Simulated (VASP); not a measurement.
Write the native input for VASP 6.6.1 that does the following.

```
Task                   : single point
Functional             : r2SCAN
Potentials or basis    : VASP PAW PBE potentials, release 64 (Mg, C)
Cutoff                 : 660 eV
k mesh                 : 5 × 5 × 8
Occupations            : gaussian, width 0.0159 eV
Spin                   : no spin polarisation
Dipole correction      : no
Further INCAR settings : ALGO = Normal; EDIFF = 1e-06; NBANDS = 20
```

The system is Mg3C.

```
Mg C
1.0
     5.84520    0.00000    0.00000
    -2.92260    5.06209    0.00000
     0.00000    0.00000    3.33672
Mg C
6 2
Direct
  0.38770 0.30190 0.25000
  0.08580 0.38770 0.75000
  0.69810 0.08580 0.25000
  0.61230 0.69810 0.75000
  0.91420 0.61230 0.25000
  0.30190 0.91420 0.75000
  0.33330 0.66670 0.25000
  0.66660 0.33330 0.75000
```

The input as run:

POSCAR

```
Mg3C
1.0
    5.8452000000      0.0000000000      0.0000000000
   -2.9226000000      5.0620920000      0.0000000000
    0.0000000000      0.0000000000      3.3367210000
Mg C
6 2
Direct
    0.3877000000      0.3019000000      0.2500000000
    0.0858000000      0.3877000000      0.7500000000
    0.6981000000      0.0858000000      0.2500000000
    0.6123000000      0.6981000000      0.7500000000
    0.9142000000      0.6123000000      0.2500000000
    0.3019000000      0.9142000000      0.7500000000
    0.3333000000      0.6667000000      0.2500000000
    0.6666000000      0.3333000000      0.7500000000
```

INCAR.step1

```
SYSTEM = Mg3C
  PREC = Accurate
  ENCUT = 660
  ISMEAR = 0
  SIGMA = 0.0159
  LREAL = .FALSE.
  LASPH = .TRUE.
  NELM = 120
  NBANDS = 20
  GGA = PE
  ALGO = Normal
  EDIFF = 1E-5
  LWAVE = .TRUE.
  LCHARG = .FALSE.
  GGA_COMPAT = .FALSE.
```

INCAR.step2

```
SYSTEM = Mg3C
  PREC = Accurate
  ENCUT = 660
  EDIFF = 1E-6
  ISMEAR = 0
  SIGMA = 0.0159
  LREAL = .FALSE.
  LASPH = .TRUE.
  NELM = 120
  ALGO = Normal
  ISIF = 2
  LWAVE = .FALSE.
  LCHARG = .FALSE.
  METAGGA = R2SCAN
  LMIXTAU = .TRUE.
  NBANDS = 20
  ISTART = 1
  GGA_COMPAT = .FALSE.
```

KPOINTS

```
regular mesh
0
G
  5 5 8
  0 0 0
```

Potentials or basis: VASP PAW PBE potentials, release 64 (Mg, C).

The run is started by

```console
$ cat potpaw_PBE.64/Mg/POTCAR potpaw_PBE.64/C/POTCAR > POTCAR
$ cp INCAR.step1 INCAR
$ mpirun -np 1 vasp_std > vasp.out
$ cp INCAR.step2 INCAR
$ mpirun -np 1 vasp_std > vasp.out
```

Results of the run:

The pressure is 25.8 GPa and the largest force is 0.736 eV/Å. The band gap on the k mesh is zero (bands 10 and 11 overlap by 0.84 eV).

Caveat: the cell stands under pressure; the PAW data sets were made with another functional, which shifts forces and pressure a little.

It took 12 min on 1 thread of Intel Xeon 8259CL (shared host), peak memory 0.39 GiB.
